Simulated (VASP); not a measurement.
# TaAg2F6 (Fm-3m) in VASP: single point with PBE

Aim: the single point of TaAg2F6 with PBE.

All numbers are computed with VASP 6.6.1; they aren't measurements. Logs are shortened: lines on timing, memory, paths and dates and some standing lists are left out, and cuts for length are marked.

## Step 1: The cell of the first run

Symmetry: Fm-3m, No. 225, cubic system. The conventional cell has a = 8.679 Å, b = 8.679 Å, c = 8.679 Å, α = 90.00°, β = 90.00°, γ = 90.00°. Ta (site symmetry m-3m) has 6 F at 1.93 Å within 2.6 Å. Ag (site symmetry -43m) has 12 F at 3.08 Å and 4 Ta at 3.76 Å within 4.1 Å. Within 2.6 Å of F (site symmetry 4mm) lie 1 Ta at 1.93 Å.

## Step 2: Single point, PBE (atoms taken out)

File INCAR:

```
  PREC = Accurate
  ENCUT = 700
  EDIFF = 1E-6
  ISMEAR = 0
  SIGMA = 0.1
  LREAL = F
  LASPH = T
  NELM = 120
  ALGO = Normal
  ISIF = 2
  LWAVE = F
  LCHARG = T
  GGA = PE
  LELF = T
  LVHAR = T
  NBANDS = 56
  GGA_COMPAT = F
```

File KPOINTS:

```
regular mesh
0
Gamma
  4 4 4
```

File POSCAR:

```
TaAg2F6
1.0
    0.0000000000      4.3395635580      4.3395635580
    4.3395635580      0.0000000000      4.3395635580
    4.3395635580      4.3395635580      0.0000000000
Ta Ag F
1 2 6
Direct
    0.0000000000      0.0000000000      0.0000000000
    0.2500000000      0.2500000000      0.2500000000
    0.7500000000      0.7500000000      0.7500000000
    0.7778777367      0.2221222633      0.2221222633
    0.2221222633      0.7778777367      0.7778777367
    0.2221222633      0.7778777367      0.2221222633
    0.7778777367      0.2221222633      0.7778777367
    0.2221222633      0.2221222633      0.7778777367
    0.7778777367      0.7778777367      0.2221222633
```

Potentials or basis: VASP PAW PBE potentials, release 64 (Ta_sv_GW, Ag_sv_GW, F).

Run with:

```bash
$ cat potpaw_PBE.64/Ta_sv_GW/POTCAR potpaw_PBE.64/Ag_sv_GW/POTCAR potpaw_PBE.64/F/POTCAR > POTCAR
$ mpirun -np 1 vasp_std > vasp.out
```

OUTCAR:

```text
PREC = Accurate
   ENCUT = 700
   EDIFF = 1E-6
   ISMEAR = 0
   LREAL = F
   LASPH = T
   NELM = 120
   ISIF = 2
   GGA = PE

 ion  position               nearest neighbor table
   1  0.000  0.000  0.000-   4 1.93   5 1.93   6 1.93   7 1.93   8 1.93   9 1.93
   2  0.250  0.250  0.250-
   3  0.750  0.750  0.750-
   4  0.778  0.222  0.222-   1 1.93
   5  0.222  0.778  0.778-   1 1.93
   6  0.222  0.778  0.222-   1 1.93
   7  0.778  0.222  0.778-   1 1.93
   8  0.222  0.222  0.778-   1 1.93
   9  0.778  0.778  0.222-   1 1.93

  LATTYP: Found a face centered cubic cell.
 ALAT       =     8.6791271160

  Lattice vectors:

 A1 = (   0.0000000000,   4.3395635580,   4.3395635580)
 A2 = (   4.3395635580,   0.0000000000,   4.3395635580)
 A3 = (   4.3395635580,   4.3395635580,   0.0000000000)

Analysis of symmetry for initial positions (statically):
=====================================================================
 Subroutine PRICEL returns:
 Original cell was already a primitive cell.

 Routine SETGRP: Setting up the symmetry group for a
 face centered cubic supercell.

 Subroutine GETGRP returns: Found 48 space group operations
 (whereof 48 operations were pure point group operations)
 out of a pool of 48 trial point group operations.

The static configuration has the point symmetry O_h .

Analysis of symmetry for dynamics (positions and initial velocities):
=====================================================================
 Subroutine PRICEL returns:
 Original cell was already a primitive cell.

 Routine SETGRP: Setting up the symmetry group for a
 face centered cubic supercell.

 Subroutine GETGRP returns: Found 48 space group operations
 (whereof 48 operations were pure point group operations)
 out of a pool of 48 trial point group operations.

The dynamic configuration has the point symmetry O_h .

 Subroutine INISYM returns: Found 48 space group operations
 (whereof 48 operations are pure point group operations),
 and found     1 'primitive' translations

----------------------------------------------------------------------------------------

                                     Primitive cell

  volume of cell :     163.4437

  direct lattice vectors                    reciprocal lattice vectors
     0.000000000  4.339563558  4.339563558    -0.115218960  0.115218960  0.115218960
     4.339563558  0.000000000  4.339563558     0.115218960 -0.115218960  0.115218960
     4.339563558  4.339563558  0.000000000     0.115218960  0.115218960 -0.115218960

  length of vectors
     6.137069639  6.137069639  6.137069639     0.199565093  0.199565093  0.199565093

  position of ions in fractional coordinates (direct lattice)
     0.000000000  0.000000000  0.000000000
     0.250000000  0.250000000  0.250000000
     0.750000000  0.750000000  0.750000000
     0.777877737  0.222122263  0.222122263
     0.222122263  0.777877737  0.777877737
     0.222122263  0.777877737  0.222122263
     0.777877737  0.222122263  0.777877737
     0.222122263  0.222122263  0.777877737
     0.777877737  0.777877737  0.222122263

  ion indices of the primitive-cell ions
   primitive index   ion index
                 1           1
                 2           2
                 3           3
                 4           4
                 5           5
                 6           6
                 7           7
                 8           8
                 9           9

----------------------------------------------------------------------------------------

 KPOINTS: regular mesh

Automatic generation of k-mesh.
 Grid dimensions read from file:
 generate k-points for:    4    4    4

 Generating k-lattice:

  Cartesian coordinates                     Fractional coordinates (reciprocal lattice)
    -0.028804740  0.028804740  0.028804740     0.250000000  0.000000000  0.000000000
     0.028804740 -0.028804740  0.028804740     0.000000000  0.250000000  0.000000000
     0.028804740  0.028804740 -0.028804740     0.000000000  0.000000000  0.250000000

  Length of vectors
     0.049891273  0.049891273  0.049891273

  Shift w.r.t. Gamma in fractional coordinates (k-lattice)
     0.000000000  0.000000000  0.000000000

 Subroutine IBZKPT returns following result:
 ===========================================

 Found      8 irreducible k-points:

 Following reciprocal coordinates:
            Coordinates               Weight
  0.000000  0.000000  0.000000      1.000000
  0.250000  0.000000  0.000000      8.000000
  0.500000  0.000000  0.000000      4.000000
  0.250000  0.250000  0.000000      6.000000
  0.500000  0.250000  0.000000     24.000000
 -0.250000  0.250000  0.000000     12.000000
  0.500000  0.500000  0.000000      3.000000
 -0.250000  0.500000  0.250000      6.000000
   k-points           NKPTS =      8   k-points in BZ     NKDIM =      8   number of bands    NBANDS=     56
   number of dos      NEDOS =    301   number of ions     NIONS =      9
   total plane-waves  NPLWV = 157464
   dimension x,y,z NGX =    54 NGY =   54 NGZ =   54
   dimension x,y,z NGXF=   108 NGYF=  108 NGZF=  108
   ions per type =               1   2   6
   NGX,Y,Z   is equivalent  to a cutoff of  14.63, 14.63, 14.63 a.u.
   NGXF,Y,Z  is equivalent  to a cutoff of  29.26, 29.26, 29.26 a.u.
 SYSTEM =  unknown system
   PREC   = accura    normal or accurate (medium, high low for compatibility)
   ISTART =      0    job   : 0-new  1-cont  2-samecut
   ICHARG =      2    charge: 1-file 2-atom 10-const
   ISPIN  =      1    spin polarized calculation?
   LNONCOLLINEAR =      F non collinear calculations
   LSORBIT =      F    spin-orbit coupling
   LASPH  =      T    aspherical Exc in radial PAW
   ENCUT  =  700.0 eV  51.45 Ry    7.17 a.u.  13.24 13.24 13.24*2*pi/ulx,y,z
   NELM   =    120;   NELMIN=  2; NELMDL= -5     # of ELM steps
   EDIFF  = 0.1E-05   stopping-criterion for ELM
   LREAL  =      F    real-space projection
   EDIFFG = 0.1E-04   stopping-criterion for IOM
   NSW    =      0    number of steps for IOM
   IBRION =     -1    ionic relax: 0-MD 1-quasi-New 2-CG
   NFREE  =      0    steps in history (QN), initial steepest desc. (CG)
   ISIF   =      2    stress and relaxation
   ISYM   =      2    0-nonsym 1-usesym 2-fastsym
   POTIM  = 0.5000    time-step for ionic-motion
   TEBEG  =    0.0;   TEEND  =   0.0 temperature during run
   PSTRESS=    0.0 pullay stress
   NELECT =      93.0000    total number of electrons
   NUPDOWN=      -1.0000    fix difference up-down
   EMIN   =  10.00;   EMAX   =-10.00  energy-range for DOS
   EFERMI =   0.00;   METHOD = LEGACY
   ISMEAR =     0;   SIGMA  =   0.10  broadening in eV -4-tet -1-fermi 0-gaus
   EFERMI_NEDOS =   21; number of points for ismear=-14 and -15
   IALGO  =     38    algorithm
   IMIX   =      4    mixing-type and parameters
     AMIX     =   0.40;   BMIX     =  1.00
     AMIX_MAG =   1.60;   BMIX_MAG =  1.00
  volume/ion in A,a.u.               =      18.16       122.55
  Fermi-wavevector in a.u.,A,eV,Ry     =   1.356583  2.563570 25.039046  1.840318
  Thomas-Fermi vector in A             =   2.483574
   LORBIT       =      0    0 simple, 1 ext, 2 COOP (PROOUT), +10 PAW based schemes
   GGA     = PE    functional components
   LHFCALC =     F    Hartree Fock is set to
   AEXX    =    0.0000 exact exchange contribution
   IVDW    =     0    specifies the selected vdW correction
   LEPSILON=     F    determine dielectric tensor
   LRPA    =     F    only Hartree local field effects (RPA)
 non-spin polarized calculation
 Gauss-broadening in eV      SIGMA  =   0.10
  energy-cutoff  :      700.00
  volume of cell :      163.44
 maximum number of plane-waves:      6918
 NGX is ok and might be reduce to    54
   NGX = 27   NGY = 27   NGZ = 27

 number of electron      93.0000004 magnetization

 Free energy of the ion-electron system (eV)
  ---------------------------------------------------
  ext. energy  EPLUGINS =         0.00000000
  ---------------------------------------------------
  free energy    TOTEN  =       -45.62986346 eV

  energy without entropy =      -45.61612151  energy(sigma->0) =      -45.62299248

 E-fermi :   2.5583     XC(G=0):  -8.8597

 val. band max:        2.5463606472   @ k =   0.5000   0.0000   0.0000
 cond. band min:       2.6435747098   @ k =   0.5000   0.2500   0.0000
 fundamental gap:      0.0972140626
 Fermi energy:         2.5583268862

 k-point     1 :       0.0000    0.0000    0.0000
  band No.  band energies     occupation
      1     -88.9161      2.00000
      2     -88.9161      2.00000
      3     -69.2178      2.00000
      4     -52.4467      2.00000
      5     -52.4467      2.00000
      6     -52.4467      2.00000
[... 48 lines left out ...]
     55       8.2279      0.00000
     56       8.2279      0.00000

 k-point     2 :       0.2500    0.0000    0.0000
  band No.  band energies     occupation
      1     -88.9161      2.00000
      2     -88.9161      2.00000
      3     -69.2179      2.00000
      4     -52.4466      2.00000
      5     -52.4466      2.00000
      6     -52.4466      2.00000
[... 48 lines left out ...]
     55       8.0691      0.00000
     56       8.0692      0.00000

 k-point     3 :       0.5000    0.0000    0.0000
  band No.  band energies     occupation
      1     -88.9161      2.00000
      2     -88.9161      2.00000
      3     -69.2178      2.00000
      4     -52.4466      2.00000
      5     -52.4466      2.00000
      6     -52.4466      2.00000
[... 48 lines left out ...]
     55       7.5706      0.00000
     56       7.9979      0.00000

 k-point     4 :       0.2500    0.2500    0.0000
  band No.  band energies     occupation
      1     -88.9162      2.00000
      2     -88.9161      2.00000
      3     -69.2179      2.00000
      4     -52.4467      2.00000
      5     -52.4467      2.00000
      6     -52.4466      2.00000
[... 48 lines left out ...]
     55       8.3008      0.00000
     56       8.5303      0.00000

 k-point     5 :       0.5000    0.2500    0.0000
  band No.  band energies     occupation
      1     -88.9161      2.00000
      2     -88.9161      2.00000
      3     -69.2179      2.00000
      4     -52.4467      2.00000
      5     -52.4466      2.00000
      6     -52.4466      2.00000
[... 48 lines left out ...]
     55       8.2267      0.00000
     56       8.2725      0.00000

 k-point     6 :      -0.2500    0.2500    0.0000
  band No.  band energies     occupation
      1     -88.9161      2.00000
      2     -88.9161      2.00000
      3     -69.2179      2.00000
      4     -52.4467      2.00000
      5     -52.4466      2.00000
      6     -52.4466      2.00000
[... 48 lines left out ...]
     55       7.9289      0.00000
     56       8.5332      0.00000

 k-point     7 :       0.5000    0.5000    0.0000
  band No.  band energies     occupation
      1     -88.9162      2.00000
      2     -88.9162      2.00000
      3     -69.2179      2.00000
      4     -52.4467      2.00000
      5     -52.4467      2.00000
      6     -52.4467      2.00000
[... 48 lines left out ...]
     55       7.8871      0.00000
     56       8.2973      0.00000

 k-point     8 :      -0.2500    0.5000    0.2500
  band No.  band energies     occupation
      1     -88.9161      2.00000
      2     -88.9161      2.00000
      3     -69.2178      2.00000
      4     -52.4467      2.00000
      5     -52.4467      2.00000
      6     -52.4466      2.00000
[... 48 lines left out ...]
     55       8.0266      0.00000
     56       8.2129      0.00000

------------------------ aborting loop because EDIFF is reached ----------------------------------------

  FORCE on cell =-STRESS in cart. coord.  units (eV):
  Direction    XX          YY          ZZ          XY          YZ          ZX
  --------------------------------------------------------------------------------------
  -------------------------------------------------------------------------------------
  Total        0.3138820      0.3138820      0.3138820      0.0000000     -0.0000000      0.0000000
  in kB        3.0768676      3.0768676      3.0768676      0.0000000     -0.0000000      0.0000000
  external PRESSURE =       3.0768676 kB  Pullay stress =       0.0000000 kB

 VOLUME and BASIS-vectors are now :
 -----------------------------------------------------------------------------
  energy-cutoff  :      700.00
  volume of cell :      163.44
      direct lattice vectors                 reciprocal lattice vectors
     0.000000000  4.339563558  4.339563558    -0.115218960  0.115218960  0.115218960
     4.339563558  0.000000000  4.339563558     0.115218960 -0.115218960  0.115218960
     4.339563558  4.339563558  0.000000000     0.115218960  0.115218960 -0.115218960

 POSITION                                       TOTAL-FORCE (eV/Angst)
 -----------------------------------------------------------------------------------
      0.00000      0.00000      0.00000         0.000000      0.000000      0.000000
      2.16978      2.16978      2.16978        -0.000000      0.000000      0.000000
      6.50935      6.50935      6.50935         0.000000      0.000000     -0.000000
      1.92783      4.33956      4.33956         0.094136      0.000000      0.000000
      6.75130      4.33956      4.33956        -0.094136      0.000000      0.000000
      4.33956      1.92783      4.33956         0.000000      0.094136      0.000000
      4.33956      6.75130      4.33956         0.000000     -0.094136      0.000000
      4.33956      4.33956      1.92783         0.000000      0.000000      0.094136
      4.33956      4.33956      6.75130         0.000000      0.000000     -0.094136
 -----------------------------------------------------------------------------------
    total drift:                                0.000000      0.000000      0.000000

  FREE ENERGIE OF THE ION-ELECTRON SYSTEM (eV)
  ---------------------------------------------------
  free  energy   TOTEN  =       -45.6298634560 eV

  energy  without entropy=      -45.6161215094  energy(sigma->0) =      -45.62299248
```

Run time: 6.3 min. Hardware: 1 thread of Intel Xeon Platinum 8259CL at 2.50GHz (Skylake/Cascade Lake), shared host; peak memory 0.46 GiB.

Results:

| Quantity | Value |
| --- | --- |
| Free energy | -45.6299 eV |
| Pressure | 0.3 GPa |
| Largest force | 0.094 eV/Å |
| Band gap on the k mesh | zero (an odd number of electrons rules out a gap without spin polarisation) |

Forces on the atoms (eV/Å):
```
Ta   0.000  0.000  0.000
Ag   0.000  0.000  0.000
Ag   0.000  0.000  0.000
F    0.094  0.000  0.000
F   -0.094  0.000  0.000
F    0.000  0.094  0.000
F    0.000 -0.094  0.000
F    0.000  0.000  0.094
F    0.000  0.000 -0.094
```

Levels at points of the mesh, in eV from the Fermi level:
```
           k point  band 43  band 44  band 45  band 46  band 47  band 48  band 49  band 50  band 51  band 52
(0.00, 0.00, 0.00)    -3.88    -3.88    -3.80    -3.80    -1.47     0.84     0.84     0.84     0.86     5.25
(0.50, 0.00, 0.00)    -3.75    -3.75    -3.75    -3.75    -0.01     0.31     0.92     0.92     0.92     4.87
(0.50, 0.50, 0.00)    -3.73    -3.73    -3.71    -3.71     0.33     0.76     0.95     0.95     1.08     2.57
```

Caveat: the cell differs from its parent crystal (atoms taken out); spin-orbit coupling is left out, which moves the levels of the heavy elements; an odd number of electrons without spin polarisation forces a metal; a magnetic or distorted state may lie lower.

The gap in the log of VASP goes by the Fermi energy; the results here count the filled bands.